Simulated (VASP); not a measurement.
# Be (Fm-3m) in VASP: a series of runs

Runs on Be. Level: PBEsol. Tasks: single point.

All numbers are computed with VASP 6.6.1; they aren't measurements. Logs are shortened: lines on timing, memory, paths and dates and some standing lists are left out, and cuts for length are marked.

### Step 1. The cell of the first run

Symmetry: Fm-3m, No. 225, cubic system. Conventional cell: a = 3.147 Å, b = 3.147 Å, c = 3.147 Å, α = 90.00°, β = 90.00°, γ = 90.00°. Within 2.9 Å of Be (site symmetry m-3m) lie 12 Be at 2.23 Å.

### Step 2. Single point, PBEsol

The input, INCAR:

```
SYSTEM = Be
PREC = Accurate
ENCUT = 520
EDIFF = 1E-7
ISMEAR = -1
SIGMA = 0.05
LREAL = .FALSE.
LASPH = .TRUE.
NELM = 100
ALGO = Normal
ISIF = 2
LWAVE = .FALSE.
LCHARG = .TRUE.
GGA = PS
LELF = .TRUE.
LVHAR = .TRUE.
NBANDS = 7
```

The input, KPOINTS:

```
Automatic mesh
0
G
  23 23 23
  0 0 0
```

The input, POSCAR:

```
Be
1.0
    0.0000000000      1.5735642943      1.5735642943
    1.5735642943      0.0000000000      1.5735642943
    1.5735642943      1.5735642943      0.0000000000
Be
1
Direct
    0.0000000000      0.0000000000      0.0000000000
```

Potentials or basis: VASP PAW PBE potentials, release 64 (Be).

Started as:

```console
$ cat potpaw_PBE.64/Be/POTCAR > POTCAR
$ mpirun -np 1 vasp_std > vasp.out
```

OUTCAR:

```text
SYSTEM = Be
   PREC = Accurate
   ENCUT = 520
   EDIFF = 1E-7
   ISMEAR = -1
   LREAL = .FALSE.
   LASPH = .TRUE.
   NELM = 100
   ISIF = 2
   GGA = PS

 ion  position               nearest neighbor table
   1  0.000  0.000  0.000-

  LATTYP: Found a face centered cubic cell.
 ALAT       =     3.1471285886

  Lattice vectors:

 A1 = (   0.0000000000,   1.5735642943,   1.5735642943)
 A2 = (   1.5735642943,   0.0000000000,   1.5735642943)
 A3 = (   1.5735642943,   1.5735642943,   0.0000000000)

Analysis of symmetry for initial positions (statically):
=====================================================================
 Subroutine PRICEL returns:
 Original cell was already a primitive cell.

 Routine SETGRP: Setting up the symmetry group for a
 face centered cubic supercell.

 Subroutine GETGRP returns: Found 48 space group operations
 (whereof 48 operations were pure point group operations)
 out of a pool of 48 trial point group operations.

The static configuration has the point symmetry O_h .

Analysis of symmetry for dynamics (positions and initial velocities):
=====================================================================
 Subroutine PRICEL returns:
 Original cell was already a primitive cell.

 Routine SETGRP: Setting up the symmetry group for a
 face centered cubic supercell.

 Subroutine GETGRP returns: Found 48 space group operations
 (whereof 48 operations were pure point group operations)
 out of a pool of 48 trial point group operations.

The dynamic configuration has the point symmetry O_h .

 Subroutine INISYM returns: Found 48 space group operations
 (whereof 48 operations are pure point group operations),
 and found     1 'primitive' translations

----------------------------------------------------------------------------------------

                                     Primitive cell

  volume of cell :       7.7926

  direct lattice vectors                    reciprocal lattice vectors
     0.000000000  1.573564294  1.573564294    -0.317749965  0.317749965  0.317749965
     1.573564294  0.000000000  1.573564294     0.317749965 -0.317749965  0.317749965
     1.573564294  1.573564294  0.000000000     0.317749965  0.317749965 -0.317749965

  length of vectors
     2.225355966  2.225355966  2.225355966     0.550359084  0.550359084  0.550359084

  position of ions in fractional coordinates (direct lattice)
     0.000000000  0.000000000  0.000000000

  ion indices of the primitive-cell ions
   primitive index   ion index
                 1           1
[... 68 lines left out ...]
   LSORBIT =      F    spin-orbit coupling
   LASPH  =      T    aspherical Exc in radial PAW
   ENCUT  =  520.0 eV  38.22 Ry    6.18 a.u.   4.14  4.14  4.14*2*pi/ulx,y,z
   NELM   =    100;   NELMIN=  2; NELMDL= -5     # of ELM steps
   EDIFF  = 0.1E-06   stopping-criterion for ELM
   LREAL  =      F    real-space projection
   EDIFFG = 0.1E-05   stopping-criterion for IOM
   NSW    =      0    number of steps for IOM
   IBRION =     -1    ionic relax: 0-MD 1-quasi-New 2-CG
   NFREE  =      0    steps in history (QN), initial steepest desc. (CG)
   ISIF   =      2    stress and relaxation
   ISYM   =      2    0-nonsym 1-usesym 2-fastsym
   POTIM  = 0.5000    time-step for ionic-motion
   TEBEG  =    0.0;   TEEND  =   0.0 temperature during run
   PSTRESS=    0.0 pullay stress
   NELECT =       2.0000    total number of electrons
   NUPDOWN=      -1.0000    fix difference up-down
   EMIN   =  10.00;   EMAX   =-10.00  energy-range for DOS
   EFERMI =   0.00;   METHOD = LEGACY
   ISMEAR =    -1;   SIGMA  =   0.05  broadening in eV -4-tet -1-fermi 0-gaus
   EFERMI_NEDOS =   21; number of points for ismear=-14 and -15
   IALGO  =     38    algorithm
   IMIX   =      4    mixing-type and parameters
     AMIX     =   0.40;   BMIX     =  1.00
     AMIX_MAG =   1.60;   BMIX_MAG =  1.00
  volume/ion in A,a.u.               =       7.79        52.59
  Fermi-wavevector in a.u.,A,eV,Ry     =   1.040376  1.966026 14.726705  1.082382
  Thomas-Fermi vector in A             =   2.174949
   LORBIT       =      0    0 simple, 1 ext, 2 COOP (PROOUT), +10 PAW based schemes
   GGA     = PS    functional components
   LHFCALC =     F    Hartree Fock is set to
   AEXX    =    0.0000 exact exchange contribution
   IVDW    =     0    specifies the selected vdW correction
   LEPSILON=     F    determine dielectric tensor
   LRPA    =     F    only Hartree local field effects (RPA)
 non-spin polarized calculation
  energy-cutoff  :      520.00
  volume of cell :        7.79
 maximum number of plane-waves:       220
 NGX is ok and might be reduce to    18
   NGX =  9   NGY =  9   NGZ =  9

 number of electron       2.0000000 magnetization

 Free energy of the ion-electron system (eV)
  ---------------------------------------------------
  ext. energy  EPLUGINS =         0.00000000
  ---------------------------------------------------
  free energy    TOTEN  =        -3.91954016 eV

  energy without entropy =       -3.91893693  energy(sigma->0) =       -3.91923854

 E-fermi :   7.6671     XC(G=0): -10.6593

 val. band max:        7.6472108870   @ k =  -0.3478   0.3478   0.0000
 cond. band min:       7.7285994589   @ k =  -0.4783   0.0435   0.0000
 fundamental gap:      0.0813885719
 Fermi energy:         7.6670529763

 k-point     1 :       0.0000    0.0000    0.0000
  band No.  band energies     occupation
      1      -4.2920      2.00000
      2      27.2414      0.00000
      3      27.2414      0.00000
      4      27.2414      0.00000
      5      36.9487      0.00000
      6      36.9487      0.00000
      7      36.9487      0.00000
[... 221 lines left out ...]
 k-point    24 :      -0.4783    0.0435    0.0000
  band No.  band energies     occupation
      1       2.3429      2.00000
      2       7.7286      0.45204
      3      23.9450      0.00000
      4      24.0817      0.00000
      5      32.6286      0.00000
      6      34.3981      0.00000
      7      37.6561      0.00000

 [... further k-points ...]
[... 5 lines left out ...]
  --------------------------------------------------------------------------------------
  -------------------------------------------------------------------------------------
  Total        0.0178070      0.0178070      0.0178070      0.0000000      0.0000000      0.0000000
  in kB        3.6611436      3.6611436      3.6611436      0.0000000      0.0000000      0.0000000
  external PRESSURE =       3.6611436 kB  Pullay stress =       0.0000000 kB

 VOLUME and BASIS-vectors are now :
 -----------------------------------------------------------------------------
  energy-cutoff  :      520.00
  volume of cell :        7.79
      direct lattice vectors                 reciprocal lattice vectors
     0.000000000  1.573564294  1.573564294    -0.317749965  0.317749965  0.317749965
     1.573564294  0.000000000  1.573564294     0.317749965 -0.317749965  0.317749965
     1.573564294  1.573564294  0.000000000     0.317749965  0.317749965 -0.317749965

 POSITION                                       TOTAL-FORCE (eV/Angst)
 -----------------------------------------------------------------------------------
      0.00000      0.00000      0.00000        -0.000000      0.000000      0.000000
 -----------------------------------------------------------------------------------
    total drift:                               -0.000000      0.000000     -0.000000

  FREE ENERGIE OF THE ION-ELECTRON SYSTEM (eV)
  ---------------------------------------------------
  free  energy   TOTEN  =        -3.9195401553 eV

  energy  without entropy=       -3.9189369281  energy(sigma->0) =       -3.91923854
```

stdout:

```text
POSCAR found type information on POSCAR Be
 POSCAR found :  1 types and       1 ions
 scaLAPACK will be used
 -----------------------------------------------------------------------------
|                                                                             |
|                                                                             |
|     You enforced a specific xc type in the INCAR file but a different       |
|     I HOPE YOU KNOW WHAT YOU ARE DOING!                                     |
|                                                                             |
 -----------------------------------------------------------------------------

 LDA part: xc-table for (Slater+PW92), standard interpolation
 POSCAR, INCAR and KPOINTS ok, starting setup
 FFT: planning ... GRIDC
 FFT: planning ... GRID_SOFT
 FFT: planning ... GRID
 WAVECAR not read
 entering main loop
```

Run time: 15 s. Hardware: 1 thread of AMD EPYC 7R13 (Zen 3), shared host; peak memory 0.09 GiB.

What came out:

| Quantity | Value |
| --- | --- |
| Free energy | -3.9195 eV |
| Pressure | 0.4 GPa |
| Band gap on the k mesh | zero (band 1 reaches 8.30 eV, above the bottom of band 2 at 7.65 eV) |

Caveat: the PAW data sets were made with another functional, which shifts forces and pressure a little.

### Step 3. Single point, PBEsol

This run uses another cell than the first one, of 6.62 Å³/atom, 0.850 times its volume.

The input, INCAR:

```
  ALGO = Normal
  EDIFF = 1E-6
  ENCUT = 600
  GGA = PS
  GGA_COMPAT = False
  ISIF = 2
  ISMEAR = -5
  LASPH = True
  LCHARG = False
  LREAL = False
  LWAVE = False
  NBANDS = 7
  NELM = 120
  PREC = Accurate
  SIGMA = 0.1
```

The input, KPOINTS:

```
k-points
0
Gamma
  23 23 23
```

The input, POSCAR:

```
Be
1.0
    0.0000000000      1.4905874752      1.4905874752
    1.4905874752      0.0000000000      1.4905874752
    1.4905874752      1.4905874752      0.0000000000
Be
1
Direct
    0.0000000000      0.0000000000      0.0000000000
```

Potentials or basis: VASP PAW PBE potentials, release 64 (Be).

Started as:

```console
$ cat potpaw_PBE.64/Be/POTCAR > POTCAR
$ mpirun -np 1 vasp_std > vasp.out
```

Wall time 7.9 s (1 thread of Intel Xeon 6975P-C (Granite Rapids), shared host); peak memory 0.12 GiB.

Results (log left out):

| Property | Result |
| --- | --- |
| Free energy | -3.8307 eV |
| Pressure | 26.9 GPa |
| Band gap on the k mesh | zero (band 1 reaches 9.81 eV, above the bottom of band 2 at 9.07 eV) |

Levels at points of the mesh, in eV from the Fermi level:
```tsv
k point	band 1	band 2	band 3	band 4	band 5
(0.00, 0.00, 0.00)	-13.04	22.15	22.15	22.15	32.34
```

Caveat: the PAW data sets were made with another functional, which shifts forces and pressure a little; tetrahedron occupations give inexact forces and stress in metals.
